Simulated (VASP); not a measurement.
# MgO (P1) in VASP: single point with LDA

Aim: the single point of MgO with LDA.

All numbers are computed with VASP 6.6.1; they aren't measurements. Logs are shortened: lines on timing, memory, paths and dates and some standing lists are left out, and cuts for length are marked.

## 1. The cell of the first run

The typed cell holds 4 atoms: a = 3.314 Å, b = 3.342 Å, c = 5.006 Å, α = 90.59°, β = 89.71°, γ = 120.89°.

## 2. Single point, LDA

Input file INCAR:

```
PREC = Accurate
ENCUT = 600
EDIFF = 1E-6
ISMEAR = 0
SIGMA = 0.01
LREAL = False
LASPH = True
NELM = 120
ALGO = Normal
ISIF = 2
LWAVE = False
LCHARG = True
LELF = True
LVHAR = True
NBANDS = 16
GGA_COMPAT = False
```

Input file KPOINTS:

```
Automatic mesh
0
Gamma
  3 3 2
  0 0 0.5
```

Input file POSCAR:

```
MgO
1.0
    3.3134800000     -0.0340300000      0.0083100000
   -1.6862100000      2.8852800000     -0.0172100000
    0.0125200000     -0.0227100000      5.0057500000
Mg O
2 2
Direct
    0.3439300000      0.6688300000      0.0009800000
    0.6573600000      0.3165100000      0.5018800000
    0.3279800000      0.6573300000      0.3986200000
    0.6739000000      0.3363900000      0.8960600000
```

Potentials or basis: VASP PAW LDA potentials, release 64 (Mg, O).

On the command line:

```
$ cat potpaw_LDA.64/Mg/POTCAR potpaw_LDA.64/O/POTCAR > POTCAR
$ mpirun -np 1 vasp_std > vasp.out
```

OUTCAR:

```text
PREC = Accurate
   ENCUT = 600
   EDIFF = 1E-6
   ISMEAR = 0
   LREAL = False
   LASPH = True
   NELM = 120
   ISIF = 2

 ion  position               nearest neighbor table
   1  0.344  0.669  0.001-   4 1.98   4 1.98   4 1.99   3 1.99   2 3.11   2 3.13   2 3.14   2 3.17
                             2 3.18   2 3.18
   2  0.657  0.317  0.502-   3 1.96   4 1.97   3 1.98   3 2.01   1 3.11   1 3.13   1 3.14   1 3.17
                             1 3.18   1 3.18
   3  0.328  0.657  0.399-   2 1.96   2 1.98   1 1.99   2 2.01
   4  0.674  0.336  0.896-   2 1.97   1 1.98   1 1.98   1 1.99

  LATTYP: Found a triclinic cell.
 ALAT       =     3.3419217565
 B/A-ratio  =     0.9823517840
 C/A-ratio  =     1.4978858084
 COS(alpha) =     0.0054113826
 COS(beta)  =     0.0103284420
 COS(gamma) =     0.4997465978

  Lattice vectors:

 A1 = (  -1.6862100000,   2.8852800000,  -0.0172100000)
 A2 = (   1.6272700000,   2.8512500000,  -0.0089000000)
 A3 = (  -0.0125200000,   0.0227100000,  -5.0057500000)

Analysis of symmetry for initial positions (statically):
=====================================================================
 Subroutine PRICEL returns:
 Original cell was already a primitive cell.

 Routine SETGRP: Setting up the symmetry group for a
 triclinic supercell.

 Subroutine GETGRP returns: Found  1 space group operations
 (whereof  1 operations were pure point group operations)
 out of a pool of  2 trial point group operations.

The static configuration has the point symmetry C_1 .

Analysis of symmetry for dynamics (positions and initial velocities):
=====================================================================
 Subroutine PRICEL returns:
 Original cell was already a primitive cell.

 Routine SETGRP: Setting up the symmetry group for a
 triclinic supercell.

 Subroutine GETGRP returns: Found  1 space group operations
 (whereof  1 operations were pure point group operations)
 out of a pool of  2 trial point group operations.

The dynamic configuration has the point symmetry C_1 .

 Subroutine INISYM returns: Found  1 space group operations
 (whereof  1 operations are pure point group operations),
 and found     1 'primitive' translations

----------------------------------------------------------------------------------------

                                     Primitive cell

  volume of cell :      47.5681

  direct lattice vectors                    reciprocal lattice vectors
     3.313480000 -0.034030000  0.008310000     0.303619742  0.177441160  0.000045621
    -1.686210000  2.885280000 -0.017210000     0.003577127  0.348686733  0.001572969
     0.012520000 -0.022710000  5.005750000    -0.000491738  0.000904233  0.199775596

  length of vectors
     3.313665162  3.341921757  5.005817172     0.351667905  0.348708629  0.199778248

  position of ions in fractional coordinates (direct lattice)
     0.343930000  0.668830000  0.000980000
     0.657360000  0.316510000  0.501880000
     0.327980000  0.657330000  0.398620000
     0.673900000  0.336390000  0.896060000

  ion indices of the primitive-cell ions
   primitive index   ion index
                 1           1
                 2           2
                 3           3
                 4           4

----------------------------------------------------------------------------------------

 KPOINTS: Automatic mesh

Automatic generation of k-mesh.
 Grid dimensions read from file:
 generate k-points for:    3    3    2

 Generating k-lattice:

  Cartesian coordinates                     Fractional coordinates (reciprocal lattice)
     0.101206581  0.059147053  0.000015207     0.333333333 -0.000000000  0.000000000
     0.001192376  0.116228911  0.000524323    -0.000000000  0.333333333 -0.000000000
    -0.000245869  0.000452116  0.099887798     0.000000000 -0.000000000  0.500000000

  Length of vectors
     0.117222635  0.116236210  0.099889124

  Shift w.r.t. Gamma in fractional coordinates (k-lattice)
     0.000000000  0.000000000  0.500000000

 Subroutine IBZKPT returns following result:
 ===========================================

 Found      9 irreducible k-points:

 Following reciprocal coordinates:
            Coordinates               Weight
  0.000000 -0.000000  0.250000      2.000000
  0.333333  0.000000  0.250000      2.000000
 -0.333333  0.000000  0.250000      2.000000
  0.000000  0.333333  0.250000      2.000000
  0.333333  0.333333  0.250000      2.000000
 -0.333333  0.333333  0.250000      2.000000
  0.000000 -0.333333  0.250000      2.000000
  0.333333 -0.333333  0.250000      2.000000
 -0.333333 -0.333333  0.250000      2.000000
   k-points           NKPTS =      9   k-points in BZ     NKDIM =      9   number of bands    NBANDS=     16
   number of dos      NEDOS =    301   number of ions     NIONS =      4
   total plane-waves  NPLWV =  31360
   dimension x,y,z NGX =    28 NGY =   28 NGZ =   40
   dimension x,y,z NGXF=    56 NGYF=   56 NGZF=   80
   ions per type =               2   2
   NGX,Y,Z   is equivalent  to a cutoff of  14.05, 13.93, 13.28 a.u.
   NGXF,Y,Z  is equivalent  to a cutoff of  28.10, 27.86, 26.57 a.u.
 SYSTEM =  unknown system
   PREC   = accura    normal or accurate (medium, high low for compatibility)
   ISTART =      0    job   : 0-new  1-cont  2-samecut
   ICHARG =      2    charge: 1-file 2-atom 10-const
   ISPIN  =      1    spin polarized calculation?
   LNONCOLLINEAR =      F non collinear calculations
   LSORBIT =      F    spin-orbit coupling
   LASPH  =      T    aspherical Exc in radial PAW
   ENCUT  =  600.0 eV  44.10 Ry    6.64 a.u.   6.62  6.67 10.00*2*pi/ulx,y,z
   NELM   =    120;   NELMIN=  2; NELMDL= -5     # of ELM steps
   EDIFF  = 0.1E-05   stopping-criterion for ELM
   LREAL  =      F    real-space projection
   EDIFFG = 0.1E-04   stopping-criterion for IOM
   NSW    =      0    number of steps for IOM
   IBRION =     -1    ionic relax: 0-MD 1-quasi-New 2-CG
   NFREE  =      0    steps in history (QN), initial steepest desc. (CG)
   ISIF   =      2    stress and relaxation
   ISYM   =      2    0-nonsym 1-usesym 2-fastsym
   POTIM  = 0.5000    time-step for ionic-motion
   TEBEG  =    0.0;   TEEND  =   0.0 temperature during run
   PSTRESS=    0.0 pullay stress
   NELECT =      16.0000    total number of electrons
   NUPDOWN=      -1.0000    fix difference up-down
   EMIN   =  10.00;   EMAX   =-10.00  energy-range for DOS
   EFERMI =   0.00;   METHOD = LEGACY
   ISMEAR =     0;   SIGMA  =   0.01  broadening in eV -4-tet -1-fermi 0-gaus
   EFERMI_NEDOS =   21; number of points for ismear=-14 and -15
   IALGO  =     38    algorithm
   IMIX   =      4    mixing-type and parameters
     AMIX     =   0.40;   BMIX     =  1.00
     AMIX_MAG =   1.60;   BMIX_MAG =  1.00
  volume/ion in A,a.u.               =      11.89        80.25
  Fermi-wavevector in a.u.,A,eV,Ry     =   1.138526  2.151503 17.636443  1.296242
  Thomas-Fermi vector in A             =   2.275231
   LORBIT       =      0    0 simple, 1 ext, 2 COOP (PROOUT), +10 PAW based schemes
   GGA     = CA    functional components
   LHFCALC =     F    Hartree Fock is set to
   AEXX    =    0.0000 exact exchange contribution
   IVDW    =     0    specifies the selected vdW correction
   LEPSILON=     F    determine dielectric tensor
   LRPA    =     F    only Hartree local field effects (RPA)
 non-spin polarized calculation
 Gauss-broadening in eV      SIGMA  =   0.01
  energy-cutoff  :      600.00
  volume of cell :       47.57
 maximum number of plane-waves:      1610
 NGX is ok and might be reduce to    28
   NGX = 13   NGY = 13   NGZ = 19

 number of electron      15.9999999 magnetization

 Free energy of the ion-electron system (eV)
  ---------------------------------------------------
  ext. energy  EPLUGINS =         0.00000000
  ---------------------------------------------------
  free energy    TOTEN  =       -26.18001408 eV

  energy without entropy =      -26.18001408  energy(sigma->0) =      -26.18001408

 E-fermi :   0.4337     XC(G=0): -10.2342

 val. band max:        0.3640724637   @ k =   0.0000  -0.3333   0.2500
 cond. band min:       4.9833687974   @ k =   0.0000  -0.0000   0.2500
 fundamental gap:      4.6192963338
 Fermi energy:         0.4336958893

 k-point     1 :       0.0000   -0.0000    0.2500
  band No.  band energies     occupation
      1     -15.0465      2.00000
      2     -14.4509      2.00000
      3      -2.2071      2.00000
      4      -0.0290      2.00000
      5       0.0363      2.00000
      6       0.1059      2.00000
[... 8 lines left out ...]
     15      15.8340      0.00000
     16      16.2552      0.00000

 k-point     2 :       0.3333    0.0000    0.2500
  band No.  band energies     occupation
      1     -14.6169      2.00000
      2     -14.2807      2.00000
      3      -2.1032      2.00000
      4      -1.6866      2.00000
      5      -0.6951      2.00000
      6      -0.3735      2.00000
[... 8 lines left out ...]
     15      14.9266      0.00000
     16      15.8172      0.00000

 k-point     3 :      -0.3333    0.0000    0.2500
  band No.  band energies     occupation
      1     -14.6170      2.00000
      2     -14.2805      2.00000
      3      -2.1051      2.00000
      4      -1.6898      2.00000
      5      -0.6824      2.00000
      6      -0.3737      2.00000
[... 8 lines left out ...]
     15      14.8961      0.00000
     16      15.8016      0.00000

 k-point     4 :       0.0000    0.3333    0.2500
  band No.  band energies     occupation
      1     -14.6271      2.00000
      2     -14.2845      2.00000
      3      -2.1515      2.00000
      4      -1.6728      2.00000
      5      -0.7322      2.00000
      6      -0.3097      2.00000
[... 8 lines left out ...]
     15      15.1067      0.00000
     16      15.9070      0.00000
[... 39 lines left out ...]
 k-point     7 :       0.0000   -0.3333    0.2500
  band No.  band energies     occupation
      1     -14.6351      2.00000
      2     -14.2758      2.00000
      3      -2.1392      2.00000
      4      -1.6805      2.00000
      5      -0.7677      2.00000
      6      -0.3054      2.00000
[... 8 lines left out ...]
     15      15.0822      0.00000
     16      15.9388      0.00000

 k-point     8 :       0.3333   -0.3333    0.2500
  band No.  band energies     occupation
      1     -14.6444      2.00000
      2     -14.2859      2.00000
      3      -2.1627      2.00000
      4      -1.7028      2.00000
      5      -0.7583      2.00000
      6      -0.2546      2.00000
[... 8 lines left out ...]
     15      15.2862      0.00000
     16      16.0946      0.00000

 k-point     9 :      -0.3333   -0.3333    0.2500
  band No.  band energies     occupation
      1     -14.3144      2.00000
      2     -14.2940      2.00000
      3      -1.8403      2.00000
      4      -1.6529      2.00000
      5      -1.6064      2.00000
      6      -0.7921      2.00000
[... 8 lines left out ...]
     15      14.3576      0.00000
     16      17.9720      0.00000

------------------------ aborting loop because EDIFF is reached ----------------------------------------

  FORCE on cell =-STRESS in cart. coord.  units (eV):
  Direction    XX          YY          ZZ          XY          YZ          ZX
  --------------------------------------------------------------------------------------
  -------------------------------------------------------------------------------------
  Total       -2.1462332     -1.8834745     -1.4326313      0.4585666      0.2817681     -0.1432223
  in kB      -72.2889838    -63.4388002    -48.2535930     15.4453458      9.4904543     -4.8239848
  external PRESSURE =     -61.3271257 kB  Pullay stress =       0.0000000 kB

 VOLUME and BASIS-vectors are now :
 -----------------------------------------------------------------------------
  energy-cutoff  :      600.00
  volume of cell :       47.57
      direct lattice vectors                 reciprocal lattice vectors
     3.313480000 -0.034030000  0.008310000     0.303619742  0.177441160  0.000045621
    -1.686210000  2.885280000 -0.017210000     0.003577127  0.348686733  0.001572969
     0.012520000 -0.022710000  5.005750000    -0.000491738  0.000904233  0.199775596

 POSITION                                       TOTAL-FORCE (eV/Angst)
 -----------------------------------------------------------------------------------
      0.01183      1.91804     -0.00375        -0.025675     -0.010637     -0.038977
      1.65073      0.87945      2.51230        -0.106886      0.295251     -0.097936
     -0.01665      1.87637      1.98680         0.192466     -0.169099     -0.038094
      1.67695      0.92730      4.48526        -0.059905     -0.115515      0.175007
 -----------------------------------------------------------------------------------
    total drift:                               -0.000080      0.000204      0.000934

  FREE ENERGIE OF THE ION-ELECTRON SYSTEM (eV)
  ---------------------------------------------------
  free  energy   TOTEN  =       -26.1800140807 eV

  energy  without entropy=      -26.1800140807  energy(sigma->0) =      -26.18001408
```

It took 16 s on 1 thread of AMD EPYC 7R13, shared host; peak memory 0.12 GiB.

What came out:

```yaml
Free_energy: -26.1800 eV
Pressure: -6.1 GPa
Largest_force: 0.329 eV/Å
Band_gap_on_the_k_mesh: 4.62 eV, indirect (least direct gap 4.63 eV)
```

Forces in eV/Å, atoms in the order of the input:
```
Mg  -0.026 -0.011 -0.039
Mg  -0.107  0.295 -0.098
O    0.192 -0.169 -0.038
O   -0.060 -0.116  0.175
```

Levels at points of the mesh, in eV from the valence-band top:
```csv
k point,band 4,band 5,band 6,band 7,band 8,band 9,band 10,band 11,band 12,band 13
"(0.00, 0.00, 0.25)",-0.39,-0.33,-0.26,-0.10,-0.01,4.62,7.75,11.44,14.08,14.42
```

Caveat: the k points lie up to 0.74 Å⁻¹ apart. A k mesh can miss the band edges.
